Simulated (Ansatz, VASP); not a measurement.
# Ge in VASP and in Ansatz

```xyz
2
Lattice="2.7908 2.7908 0.0000 -2.7908 2.7908 0.0000 0.0000 2.7908 2.7908" Properties=species:S:1:pos:R:3 pbc="T T T"
Ge    0.0000    2.7908    0.0000
Ge    1.3954    4.1862    1.3954
```

Alike in both runs: task single point; functional r2SCAN; k mesh 12 × 12 × 12; no spin polarisation.

```csv
,VASP,Ansatz
version,VASP 6.6.1,Ansatz 0.2.0
potentials or method,"VASP PAW PBE potentials, release 64 (Ge_d)","PAW with Ansatz's default frozen-core files, scalar-relativistic"
plane-wave cutoff (eV),520,500
occupations,"gaussian, width 0.01 eV",fixed
valence electrons in the cell,28,28
```

```tsv
	VASP	Ansatz	Ansatz less VASP
gap on the k mesh at the Fermi level (eV)	0.58	0.61	+0.024
pressure (GPa)	4.1	4.0	-0.08
```

VASP's potentials were made for PBE, not for r2SCAN.
